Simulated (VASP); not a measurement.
# SiO2 (P6_222) in VASP: a series of runs, part 2 of 2

VASP 6.6.1. The steps go on from the part before.

## 3. Single point, PBEsol

Input file INCAR:

```
SYSTEM = SiO2
ALGO = Normal
EDIFF = 1E-7
ENCUT = 520
GGA = PS
ISIF = 2
ISMEAR = 0
LASPH = .True.
LCHARG = .False.
LREAL = .False.
LWAVE = .False.
NBANDS = 34
NELM = 80
PREC = Accurate
SIGMA = 0.02
```

Input file KPOINTS:

```
k-points
0
Gamma
  6 6 4
  0 0 0
```

Input file POSCAR:

```
SiO2
1.0
    5.0797170108      0.0000000000      0.0000000000
   -2.5398585054      4.3991639754      0.0000000000
    0.0000000000      0.0000000000      5.5590141059
Si O
3 6
Direct
    0.5000000000      0.0000000000      0.0000000000
    0.5000000000      0.5000000000      0.3333333333
    0.0000000000      0.5000000000      0.6666666667
    0.4154623971      0.2077311985      0.1666666667
    0.2077311985      0.4154623971      0.5000000000
    0.7922688015      0.2077311985      0.8333333333
    0.5845376029      0.7922688015      0.1666666667
    0.7922688015      0.5845376029      0.5000000000
    0.2077311985      0.7922688015      0.8333333333
```

Potentials or basis: VASP PAW PBE potentials, release 64 (Si, O).

Command:

```console
$ cat potpaw_PBE.64/Si/POTCAR potpaw_PBE.64/O/POTCAR > POTCAR
$ mpirun -np 1 vasp_std > vasp.out
```

OUTCAR:

```text
SYSTEM = SiO2
   EDIFF = 1E-7
   ENCUT = 520
   GGA = PS
   ISIF = 2
   ISMEAR = 0
   LASPH = .True.
   LREAL = .False.
   NELM = 80
   PREC = Accurate

 ion  position               nearest neighbor table
   1  0.500  0.000  0.000-   4 1.62   7 1.62   6 1.62   9 1.62   2 3.14   3 3.14   2 3.14   3 3.14

   2  0.500  0.500  0.333-   4 1.62   7 1.62   5 1.62   8 1.62   1 3.14   1 3.14   3 3.14   3 3.14

   3  0.000  0.500  0.667-   6 1.62   9 1.62   8 1.62   5 1.62   1 3.14   1 3.14   2 3.14   2 3.14

   4  0.415  0.208  0.167-   1 1.62   2 1.62
   5  0.208  0.415  0.500-   3 1.62   2 1.62
   6  0.792  0.208  0.833-   3 1.62   1 1.62
   7  0.585  0.792  0.167-   1 1.62   2 1.62
   8  0.792  0.585  0.500-   3 1.62   2 1.62
   9  0.208  0.792  0.833-   3 1.62   1 1.62

  LATTYP: Found a hexagonal cell.
 ALAT       =     5.0797170108
 C/A-ratio  =     1.0943550781

  Lattice vectors:

 A1 = (   5.0797170108,   0.0000000000,   0.0000000000)
 A2 = (  -2.5398585054,   4.3991639754,   0.0000000000)
 A3 = (   0.0000000000,   0.0000000000,   5.5590141059)

Analysis of symmetry for initial positions (statically):
=====================================================================
 Subroutine PRICEL returns:
 Original cell was already a primitive cell.

 Routine SETGRP: Setting up the symmetry group for a
 hexagonal supercell.

 Subroutine GETGRP returns: Found 12 space group operations
 (whereof  4 operations were pure point group operations)
 out of a pool of 24 trial point group operations.

The static configuration has the point symmetry D_2 .
 The point group associated with its full space group is D_6 .

Analysis of symmetry for dynamics (positions and initial velocities):
=====================================================================
 Subroutine PRICEL returns:
 Original cell was already a primitive cell.
[... 143 lines left out ...]
   LORBIT       =      0    0 simple, 1 ext, 2 COOP (PROOUT), +10 PAW based schemes
   GGA     = PS    functional components
   LHFCALC =     F    Hartree Fock is set to
   AEXX    =    0.0000 exact exchange contribution
   IVDW    =     0    specifies the selected vdW correction
   LEPSILON=     F    determine dielectric tensor
   LRPA    =     F    only Hartree local field effects (RPA)
 non-spin polarized calculation
 Gauss-broadening in eV      SIGMA  =   0.02
  energy-cutoff  :      520.00
  volume of cell :      124.22
 maximum number of plane-waves:      3363
 NGX is ok and might be reduce to    40
   NGX = 19   NGY = 19   NGZ = 21

 number of electron      47.9999976 magnetization

 Free energy of the ion-electron system (eV)
  ---------------------------------------------------
  ext. energy  EPLUGINS =         0.00000000
  ---------------------------------------------------
  free energy    TOTEN  =       -73.96008921 eV

  energy without entropy =      -73.96008921  energy(sigma->0) =      -73.96008921

 E-fermi :   0.4690     XC(G=0):  -8.8591

 val. band max:        0.3688587294   @ k =   0.5000  -0.0000   0.0000
 cond. band min:       5.9200363142   @ k =   0.0000   0.0000   0.0000
 fundamental gap:      5.5511775847
 Fermi energy:         0.4689549590

 k-point     1 :       0.0000    0.0000    0.0000
  band No.  band energies     occupation
      1     -18.9299      2.00000
      2     -17.4722      2.00000
      3     -17.4722      2.00000
      4     -16.8648      2.00000
      5     -16.8336      2.00000
      6     -16.8336      2.00000
[... 766 lines left out ...]
     33      11.6815      0.00000
     34      11.6842      0.00000

------------------------ aborting loop because EDIFF is reached ----------------------------------------

  FORCE on cell =-STRESS in cart. coord.  units (eV):
  Direction    XX          YY          ZZ          XY          YZ          ZX
  --------------------------------------------------------------------------------------
  -------------------------------------------------------------------------------------
  Total        0.4070665      0.4070665      0.4451168      0.0000000     -0.0000000      0.0000000
  in kB        5.2501113      5.2501113      5.7408625      0.0000000     -0.0000000      0.0000000
  external PRESSURE =       5.4136950 kB  Pullay stress =       0.0000000 kB

 VOLUME and BASIS-vectors are now :
 -----------------------------------------------------------------------------
  energy-cutoff  :      520.00
  volume of cell :      124.22
      direct lattice vectors                 reciprocal lattice vectors
     5.079717011  0.000000000  0.000000000     0.196861360  0.113657959  0.000000000
    -2.539858505  4.399163975  0.000000000     0.000000000  0.227315919  0.000000000
     0.000000000  0.000000000  5.559014106     0.000000000  0.000000000  0.179888013

 POSITION                                       TOTAL-FORCE (eV/Angst)
 -----------------------------------------------------------------------------------
      2.53986      0.00000      0.00000         0.000000      0.000000     -0.000000
      1.26993      2.19958      1.85300         0.000000      0.000000      0.000000
     -1.26993      2.19958      3.70601        -0.000000     -0.000000     -0.000000
      1.58282      0.91384      0.92650        -0.003771     -0.002177      0.000000
     -0.00000      1.82769      2.77951         0.000000     -0.004354     -0.000000
      3.49689      0.91384      4.63251         0.003771     -0.002177     -0.000000
      0.95703      3.48532      0.92650         0.003771      0.002177     -0.000000
      2.53986      2.57148      2.77951        -0.000000      0.004354     -0.000000
     -0.95703      3.48532      4.63251        -0.003771      0.002177     -0.000000
 -----------------------------------------------------------------------------------
    total drift:                               -0.000000      0.000000      0.000001

  FREE ENERGIE OF THE ION-ELECTRON SYSTEM (eV)
  ---------------------------------------------------
  free  energy   TOTEN  =       -73.9600892056 eV

  energy  without entropy=      -73.9600892056  energy(sigma->0) =      -73.96008921
```

Wall time 54 s (1 thread of AMD EPYC 9R45 (Zen 5), shared host); peak memory 0.23 GiB.

Results:

```
Free energy            : -73.9601 eV
Pressure               : 0.5 GPa
Largest force          : 0.004 eV/Å
Band gap on the k mesh : 5.55 eV, indirect (least direct gap 5.73 eV)
```

Forces on the atoms (eV/Å):
```
Si   0.000  0.000  0.000
Si   0.000  0.000  0.000
Si   0.000  0.000  0.000
O   -0.004 -0.002  0.000
O    0.000 -0.004  0.000
O    0.004 -0.002  0.000
O    0.004  0.002  0.000
O    0.000  0.004  0.000
O   -0.004  0.002  0.000
```

Caveat: the PAW data sets were made with another functional, which shifts forces and pressure a little. PBEsol gaps usually lie below the measured ones, often by a third to a half.
